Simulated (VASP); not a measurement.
# Si5Cl (P6/mmm) in VASP: a series of runs

Si5Cl is run at these levels: PBE; tasks: single point, relaxation of cell and atoms.

All numbers are computed with VASP 6.6.1; they aren't measurements. Logs are shortened: lines on timing, memory, paths and dates and some standing lists are left out, and cuts for length are marked.

## 1. The cell of the first run

The structure is hexagonal, space group P6/mmm (No. 191). The conventional cell has a = 5.256 Å, b = 5.256 Å, c = 4.235 Å, α = 90.00°, β = 90.00°, γ = 120.00°. Si (site symmetry -6m2) has 9 Si at 2.61 to 3.03 Å and 3 Cl at 3.03 Å within 3.4 Å. Within 3.4 Å of Si (site symmetry mmm) lie 8 Si at 2.61 to 2.63 Å and 4 Cl at 3.38 Å. Cl (site symmetry 6/mmm) has 18 Si at 3.03 to 3.38 Å within 4.0 Å.

## 2. Single point, PBE

INCAR

```
SYSTEM = Si5Cl
PREC     = Accurate       ! precision mode
ENCUT    = 520            ! plane-wave cutoff, eV
EDIFF    = 1E-7           ! SCF threshold, eV
ISMEAR   = 0              ! smearing method
SIGMA    = 0.1            ! smearing width, eV
LREAL    = .False.        ! projectors in reciprocal space
LASPH    = .True.         ! aspherical terms in the spheres
NELM     = 100            ! most SCF steps
ALGO     = Normal         ! electronic algorithm
ISIF     = 2              ! what is computed and relaxed
LWAVE    = .False.        ! write WAVECAR
LCHARG   = .False.        ! write CHGCAR
GGA      = PE             ! functional
NBANDS   = 22             ! bands
```

KPOINTS

```
regular mesh
0
Gamma
  12 12 10
  0 0 0
```

POSCAR

```
Si5Cl
1.0
    5.2561723984      0.0000000000      0.0000000000
   -2.6280861992      4.5519788237      0.0000000000
    0.0000000000      0.0000000000      4.2354849095
Si Cl
5 1
Direct
    0.3333333333      0.6666666667      0.0000000000
    0.6666666667      0.3333333333      0.0000000000
    0.5000000000      0.0000000000      0.5000000000
    0.5000000000      0.5000000000      0.5000000000
    0.0000000000      0.5000000000      0.5000000000
    0.0000000000      0.0000000000      0.0000000000
```

Potentials or basis: VASP PAW PBE potentials, release 64 (Si, Cl).

Launch:

```
> cat potpaw_PBE.64/Si/POTCAR potpaw_PBE.64/Cl/POTCAR > POTCAR
> mpirun -np 1 vasp_std > vasp.out
```

OUTCAR:

```text
SYSTEM = Si5Cl
   PREC = Accurate
   ENCUT = 520
   EDIFF = 1E-7
   ISMEAR = 0
   LREAL = .False.
   LASPH = .True.
   NELM = 100
   ISIF = 2
   GGA = PE

 ion  position               nearest neighbor table
   1  0.333  0.667  0.000-   5 2.61   5 2.61   3 2.61   3 2.61   4 2.61   4 2.61   2 3.03   2 3.03
                             2 3.03
   2  0.667  0.333  0.000-   5 2.61   5 2.61   3 2.61   3 2.61   4 2.61   4 2.61   1 3.03   1 3.03
                             1 3.03
   3  0.500  0.000  0.500-   1 2.61   2 2.61   1 2.61   2 2.61   4 2.63   5 2.63   4 2.63   5 2.63

   4  0.500  0.500  0.500-   1 2.61   2 2.61   1 2.61   2 2.61   5 2.63   5 2.63   3 2.63   3 2.63

   5  0.000  0.500  0.500-   1 2.61   2 2.61   1 2.61   2 2.61   4 2.63   4 2.63   3 2.63   3 2.63

   6  0.000  0.000  0.000-

  LATTYP: Found a hexagonal cell.
 ALAT       =     5.2561723984
 C/A-ratio  =     0.8058116417

  Lattice vectors:

 A1 = (   5.2561723984,   0.0000000000,   0.0000000000)
 A2 = (  -2.6280861992,   4.5519788237,   0.0000000000)
 A3 = (   0.0000000000,   0.0000000000,   4.2354849095)

Analysis of symmetry for initial positions (statically):
=====================================================================
 Subroutine PRICEL returns:
 Original cell was already a primitive cell.

 Routine SETGRP: Setting up the symmetry group for a
 hexagonal supercell.

 Subroutine GETGRP returns: Found 24 space group operations
 (whereof 24 operations were pure point group operations)
 out of a pool of 24 trial point group operations.

The static configuration has the point symmetry D_6h.

Analysis of symmetry for dynamics (positions and initial velocities):
=====================================================================
 Subroutine PRICEL returns:
 Original cell was already a primitive cell.

 Routine SETGRP: Setting up the symmetry group for a
 hexagonal supercell.

 Subroutine GETGRP returns: Found 24 space group operations
 (whereof 24 operations were pure point group operations)
 out of a pool of 24 trial point group operations.

The dynamic configuration has the point symmetry D_6h.

 Subroutine INISYM returns: Found 24 space group operations
 (whereof 24 operations are pure point group operations),
 and found     1 'primitive' translations

----------------------------------------------------------------------------------------

                                     Primitive cell

  volume of cell :     101.3382

  direct lattice vectors                    reciprocal lattice vectors
     5.256172398  0.000000000  0.000000000     0.190252512  0.109842339  0.000000000
    -2.628086199  4.551978824  0.000000000     0.000000000  0.219684678  0.000000000
     0.000000000  0.000000000  4.235484910     0.000000000  0.000000000  0.236100475

  length of vectors
     5.256172398  5.256172398  4.235484910     0.219684678  0.219684678  0.236100475

  position of ions in fractional coordinates (direct lattice)
     0.333333333  0.666666667  0.000000000
     0.666666667  0.333333333  0.000000000
     0.500000000  0.000000000  0.500000000
     0.500000000  0.500000000  0.500000000
     0.000000000  0.500000000  0.500000000
     0.000000000  0.000000000  0.000000000

  ion indices of the primitive-cell ions
   primitive index   ion index
                 1           1
                 2           2
                 3           3
                 4           4
                 5           5
                 6           6

----------------------------------------------------------------------------------------

 KPOINTS: regular mesh

Automatic generation of k-mesh.
 Grid dimensions read from file:
 generate k-points for:   12   12   10

 Generating k-lattice:

  Cartesian coordinates                     Fractional coordinates (reciprocal lattice)
     0.015854376  0.009153528  0.000000000     0.083333333  0.000000000  0.000000000
     0.000000000  0.018307056  0.000000000     0.000000000  0.083333333  0.000000000
     0.000000000  0.000000000  0.023610048     0.000000000  0.000000000  0.100000000

  Length of vectors
     0.018307056  0.018307056  0.023610048

  Shift w.r.t. Gamma in fractional coordinates (k-lattice)
     0.000000000  0.000000000  0.000000000

 Subroutine IBZKPT returns following result:
 ===========================================

 Found    114 irreducible k-points:

 Following reciprocal coordinates:
            Coordinates               Weight
  0.000000  0.000000  0.000000      1.000000
  0.083333  0.000000  0.000000      6.000000
  0.166667  0.000000  0.000000      6.000000
  0.250000 -0.000000  0.000000      6.000000
  0.333333 -0.000000  0.000000      6.000000
  0.416667 -0.000000  0.000000      6.000000
[... 16 lines left out ...]
  0.250000 -0.000000  0.100000     12.000000
  0.333333 -0.000000  0.100000     12.000000
 [... further k-points ...]
   k-points           NKPTS =    114   k-points in BZ     NKDIM =    114   number of bands    NBANDS=     22
   number of dos      NEDOS =    301   number of ions     NIONS =      6
   total plane-waves  NPLWV =  51200
   dimension x,y,z NGX =    40 NGY =   40 NGZ =   32
   dimension x,y,z NGXF=    80 NGYF=   80 NGZF=   64
   ions per type =               5   1
   NGX,Y,Z   is equivalent  to a cutoff of  12.65, 12.65, 12.56 a.u.
   NGXF,Y,Z  is equivalent  to a cutoff of  25.30, 25.30, 25.12 a.u.
 SYSTEM =  Si5Cl
   PREC   = accura    normal or accurate (medium, high low for compatibility)
   ISTART =      0    job   : 0-new  1-cont  2-samecut
   ICHARG =      2    charge: 1-file 2-atom 10-const
   ISPIN  =      1    spin polarized calculation?
   LNONCOLLINEAR =      F non collinear calculations
   LSORBIT =      F    spin-orbit coupling
   LASPH  =      T    aspherical Exc in radial PAW
   ENCUT  =  520.0 eV  38.22 Ry    6.18 a.u.   9.77  9.77  7.88*2*pi/ulx,y,z
   NELM   =    100;   NELMIN=  2; NELMDL= -5     # of ELM steps
   EDIFF  = 0.1E-06   stopping-criterion for ELM
   LREAL  =      F    real-space projection
   EDIFFG = 0.1E-05   stopping-criterion for IOM
   NSW    =      0    number of steps for IOM
   IBRION =     -1    ionic relax: 0-MD 1-quasi-New 2-CG
   NFREE  =      0    steps in history (QN), initial steepest desc. (CG)
   ISIF   =      2    stress and relaxation
   ISYM   =      2    0-nonsym 1-usesym 2-fastsym
   POTIM  = 0.5000    time-step for ionic-motion
   TEBEG  =    0.0;   TEEND  =   0.0 temperature during run
   PSTRESS=    0.0 pullay stress
   NELECT =      27.0000    total number of electrons
   NUPDOWN=      -1.0000    fix difference up-down
   EMIN   =  10.00;   EMAX   =-10.00  energy-range for DOS
   EFERMI =   0.00;   METHOD = LEGACY
   ISMEAR =     0;   SIGMA  =   0.10  broadening in eV -4-tet -1-fermi 0-gaus
   EFERMI_NEDOS =   21; number of points for ismear=-14 and -15
   IALGO  =     38    algorithm
   IMIX   =      4    mixing-type and parameters
     AMIX     =   0.40;   BMIX     =  1.00
     AMIX_MAG =   1.60;   BMIX_MAG =  1.00
  volume/ion in A,a.u.               =      16.89       113.98
  Fermi-wavevector in a.u.,A,eV,Ry     =   1.053429  1.990691 15.098545  1.109712
  Thomas-Fermi vector in A             =   2.188550
   LORBIT       =      0    0 simple, 1 ext, 2 COOP (PROOUT), +10 PAW based schemes
   GGA     = PE    functional components
   LHFCALC =     F    Hartree Fock is set to
   AEXX    =    0.0000 exact exchange contribution
   IVDW    =     0    specifies the selected vdW correction
   LEPSILON=     F    determine dielectric tensor
   LRPA    =     F    only Hartree local field effects (RPA)
 non-spin polarized calculation
 Gauss-broadening in eV      SIGMA  =   0.10
  energy-cutoff  :      520.00
  volume of cell :      101.34
 maximum number of plane-waves:      2754
 NGX is ok and might be reduce to    40
   NGX = 19   NGY = 19   NGZ = 15

 number of electron      27.0000000 magnetization

 Free energy of the ion-electron system (eV)
  ---------------------------------------------------
  ext. energy  EPLUGINS =         0.00000000
  ---------------------------------------------------
  free energy    TOTEN  =       -26.41151336 eV

  energy without entropy =      -26.40070942  energy(sigma->0) =      -26.40611139

 E-fermi :   7.4425     XC(G=0): -10.4287

 val. band max:        7.4295215280   @ k =   0.5000  -0.0000   0.2000
 cond. band min:       7.4455067287   @ k =   0.3333  -0.0000   0.2000
 fundamental gap:      0.0159852007
 Fermi energy:         7.4424524583

 k-point     1 :       0.0000    0.0000    0.0000
  band No.  band energies     occupation
      1      -7.9326      2.00000
      2      -4.8232      2.00000
      3      -0.8284      2.00000
      4       0.9352      2.00000
      5       0.9352      2.00000
      6       1.8201      2.00000
[... 14 lines left out ...]
     21      12.2897      0.00000
     22      12.5735      0.00000

 k-point     2 :       0.0833    0.0000    0.0000
  band No.  band energies     occupation
      1      -7.9152      2.00000
      2      -4.8227      2.00000
      3      -1.1043      2.00000
      4       0.8006      2.00000
      5       1.1013      2.00000
      6       1.8603      2.00000
[... 14 lines left out ...]
     21      12.2213      0.00000
     22      12.6980      0.00000

 k-point     3 :       0.1667    0.0000    0.0000
  band No.  band energies     occupation
      1      -7.8662      2.00000
      2      -4.8177      2.00000
      3      -1.6664      2.00000
      4       0.5391      2.00000
      5       1.3993      2.00000
      6       1.9806      2.00000
[... 14 lines left out ...]
     21      11.9370      0.00000
     22      13.0387      0.00000

 k-point     4 :       0.2500   -0.0000    0.0000
  band No.  band energies     occupation
      1      -7.7965      2.00000
      2      -4.7998      2.00000
      3      -2.2524      2.00000
      4       0.2892      2.00000
      5       1.7265      2.00000
      6       2.1785      2.00000
[... 14 lines left out ...]
     21      12.1151      0.00000
     22      13.3392      0.00000

 k-point     5 :       0.3333   -0.0000    0.0000
  band No.  band energies     occupation
      1      -7.7229      2.00000
      2      -4.7624      2.00000
      3      -2.7556      2.00000
      4       0.0970      2.00000
      5       2.0978      2.00000
      6       2.4479      2.00000
[... 14 lines left out ...]
     21      12.4404      0.00000
     22      13.2981      0.00000

 k-point     6 :       0.4167   -0.0000    0.0000
  band No.  band energies     occupation
      1      -7.6664      2.00000
      2      -4.7139      2.00000
      3      -3.1076      2.00000
      4      -0.0221      2.00000
      5       2.5125      2.00000
      6       2.7676      2.00000
[... 14 lines left out ...]
     21      13.0402      0.00000
     22      13.3189      0.00000

 k-point     7 :       0.5000   -0.0000    0.0000
  band No.  band energies     occupation
      1      -7.6452      2.00000
      2      -4.6889      2.00000
      3      -3.2381      2.00000
      4      -0.0623      2.00000
      5       2.8645      2.00000
      6       2.9878      2.00000
[... 324 lines left out ...]
      6       1.0112      2.00000
[... 14 lines left out ...]
     21      11.6076      0.00000
     22      13.5268      0.00000

 k-point    21 :       0.0833    0.0000    0.1000
  band No.  band energies     occupation
      1      -7.8917      2.00000
      2      -4.7800      2.00000
      3      -1.0280      2.00000
      4       0.8760      2.00000
      5       0.9139      2.00000
      6       1.1916      2.00000
[... 14 lines left out ...]
     21      11.6158      0.00000
     22      13.4832      0.00000

 k-point    22 :       0.1667    0.0000    0.1000
  band No.  band energies     occupation
      1      -7.8448      2.00000
      2      -4.7695      2.00000
      3      -1.5902      2.00000
      4       0.6141      2.00000
      5       0.9562      2.00000
      6       1.5589      2.00000
[... 14 lines left out ...]
     21      11.7898      0.00000
     22      13.2790      0.00000

 k-point    23 :       0.2500   -0.0000    0.1000
  band No.  band energies     occupation
      1      -7.7781      2.00000
      2      -4.7435      2.00000
      3      -2.1773      2.00000
      4       0.3642      2.00000
      5       1.0741      2.00000
      6       1.9851      2.00000
[... 14 lines left out ...]
     21      12.1600      0.00000
     22      12.9245      0.00000

 k-point    24 :       0.3333   -0.0000    0.1000
  band No.  band energies     occupation
      1      -7.7081      2.00000
      2      -4.6967      2.00000
      3      -2.6830      2.00000
      4       0.1721      2.00000
      5       1.2734      2.00000
      6       2.4290      2.00000
[... 14 lines left out ...]
     21      12.3872      0.00000
     22      12.8289      0.00000

 [... further k-points ...]

------------------------ aborting loop because EDIFF is reached ----------------------------------------

  FORCE on cell =-STRESS in cart. coord.  units (eV):
  Direction    XX          YY          ZZ          XY          YZ          ZX
  --------------------------------------------------------------------------------------
  -------------------------------------------------------------------------------------
  Total       -0.0377768     -0.0377768     -0.0447781      0.0000000     -0.0000000     -0.0000000
  in kB       -0.5972590     -0.5972590     -0.7079519      0.0000000     -0.0000000     -0.0000000
  external PRESSURE =      -0.6341566 kB  Pullay stress =       0.0000000 kB

 VOLUME and BASIS-vectors are now :
 -----------------------------------------------------------------------------
  energy-cutoff  :      520.00
  volume of cell :      101.34
      direct lattice vectors                 reciprocal lattice vectors
     5.256172398  0.000000000  0.000000000     0.190252512  0.109842339  0.000000000
    -2.628086199  4.551978824  0.000000000     0.000000000  0.219684678  0.000000000
     0.000000000  0.000000000  4.235484910     0.000000000  0.000000000  0.236100475

 POSITION                                       TOTAL-FORCE (eV/Angst)
 -----------------------------------------------------------------------------------
     -0.00000      3.03465      0.00000        -0.000000     -0.000000      0.000000
      2.62809      1.51733      0.00000         0.000000      0.000000      0.000000
      2.62809      0.00000      2.11774        -0.000000      0.000000      0.000000
      1.31404      2.27599      2.11774        -0.000000      0.000000      0.000000
     -1.31404      2.27599      2.11774        -0.000000      0.000000      0.000000
      0.00000      0.00000      0.00000        -0.000000      0.000000      0.000000
 -----------------------------------------------------------------------------------
    total drift:                               -0.000000     -0.000000     -0.000000

  FREE ENERGIE OF THE ION-ELECTRON SYSTEM (eV)
  ---------------------------------------------------
  free  energy   TOTEN  =       -26.4115133563 eV

  energy  without entropy=      -26.4007094218  energy(sigma->0) =      -26.40611139
```

It took 3.7 min on 1 thread of AMD EPYC 7R43 (Zen 3), shared host; peak memory 0.3 GiB.

Results:

```
Free energy : -26.4115 eV
Pressure    : -0.1 GPa
```

Levels at points of the mesh, in eV from the Fermi level:
```csv
k point,band 10,band 11,band 12,band 13,band 14,band 15,band 16,band 17,band 18,band 19
"(0.00, 0.00, 0.00)",-2.11,-0.93,-0.63,-0.63,-0.06,0.74,0.74,1.71,1.71,3.44
"(0.50, 0.00, 0.00)",-2.48,-2.33,-2.25,-0.45,-0.37,0.34,0.52,0.90,3.42,3.72
"(0.00, 0.00, 0.50)",-4.05,-4.05,-3.21,-2.39,-2.39,3.26,3.26,3.39,4.51,6.43
"(0.50, 0.00, 0.50)",-1.53,-1.48,-1.33,0.34,0.84,1.75,2.09,2.15,2.65,4.82
```

Caveat: an odd number of electrons without spin polarisation forces a metal; a magnetic or distorted state may lie lower.

## 3. Relaxation of cell and atoms, PBE

This run uses another cell than the first one, of 17.81 Å³/atom, 1.054 times its volume.

INCAR

```
SYSTEM = Si5Cl
PREC = Accurate ; ENCUT = 600
EDIFF = 1E-6 ; ISMEAR = 0
SIGMA = 0.1 ; LREAL = .False.
LASPH = .True. ; NELM = 100
ALGO = Normal ; ISIF = 3
LWAVE = .False. ; LCHARG = .False.
GGA = PE ; IBRION = 2
NSW = 100 ; EDIFFG = -0.01
```

KPOINTS

```
Automatic mesh
0
Gamma
  12 12 10
  0 0 0
```

POSCAR

```
Si5Cl
1.0
    5.3647509600      0.0000000000      0.0000000000
   -2.6823754800      4.6460106200      0.0000000000
    0.0000000000      0.0000000000      4.2863486600
Si Cl
5 1
Direct
    0.3333333300      0.6666666700      0.0000000000
    0.6666666700      0.3333333300      0.0000000000
    0.5000000000      0.0000000000      0.5000000000
    0.5000000000      0.5000000000      0.5000000000
    0.0000000000      0.5000000000      0.5000000000
    0.0000000000      0.0000000000      0.0000000000
```

Potentials or basis: VASP PAW PBE potentials, release 64 (Si, Cl).

Launch:

```
> cat potpaw_PBE.64/Si/POTCAR potpaw_PBE.64/Cl/POTCAR > POTCAR
> mpirun -np 1 vasp_std > vasp.out
```

Wall time 23 min (1 thread of AMD EPYC 7R43 (Zen 3), shared host); peak memory 0.37 GiB.

The run converged. Its results:

```
Free energy                            : -26.4121 eV
Relaxed volume                         : 16.89 Å³/atom
Relaxed cell                           : a = 5.257 Å, b = 5.257 Å, c = 4.235 Å, α = 90.00°, β = 90.00°, γ = 120.00°
Space group after relaxing (to 0.05 Å) : P6/mmm (No. 191)
Energy gained by relaxing              : 10.3 meV/atom
Ionic steps                            : 7
Pressure after relaxing                : -0.1 GPa
```

The path:
| step | energy change (eV) | largest force (eV/Å) | pressure (GPa) | volume (Å³) |
| --- | --- | --- | --- | --- |
| 1 | 0.0000 | 0.0000 | -3.39 | 106.84 |
| 2 | -0.0605 | 0.0000 | 0.16 | 101.12 |
| 3 | -0.0606 | 0.0000 | 0.01 | 101.35 |
| 4 | -0.0606 | 0.0000 | -0.07 | 101.46 |
| 5 | -0.0611 | 0.0000 | -0.06 | 101.43 |
| 6 | -0.0616 | 0.0000 | -0.05 | 101.34 |
| 7 | -0.0616 | 0.0000 | -0.06 | 101.37 |

Final structure:
```yaml
crystal:
  lattice:
    - [5.25722, 0.00000, 0.00000]
    - [-2.62861, 4.55289, 0.00000]
    - [0.00000, 0.00000, 4.23493]
  atoms:
    - { symbol: Si, position: [0.33333, 0.66667, 0.00000] }
    - { symbol: Si, position: [0.66667, 0.33333, 0.00000] }
    - { symbol: Si, position: [0.50000, 0.00000, 0.50000] }
    - { symbol: Si, position: [0.50000, 0.50000, 0.50000] }
    - { symbol: Si, position: [0.00000, 0.50000, 0.50000] }
    - { symbol: Cl, position: [0.00000, 0.00000, 0.00000] }
```

Levels at points of the mesh, in eV from the Fermi level:
| k point | band 11 | band 12 | band 13 | band 14 | band 15 | band 16 | band 17 |
| --- | --- | --- | --- | --- | --- | --- | --- |
| (0.00, 0.00, 0.00) | -0.93 | -0.63 | -0.63 | -0.05 | 0.74 | 0.74 | 1.71 |
| (0.50, 0.00, 0.00) | -2.33 | -2.25 | -0.45 | -0.37 | 0.34 | 0.52 | 0.90 |
| (0.00, 0.00, 0.50) | -4.05 | -3.21 | -2.39 | -2.39 | 3.26 | 3.26 | 3.39 |
| (0.50, 0.00, 0.50) | -1.48 | -1.33 | 0.34 | 0.84 | 1.74 | 2.09 | 2.14 |

Caveat: an odd number of electrons without spin polarisation forces a metal; a magnetic or distorted state may lie lower.

(Continued in part 2 of 2.)
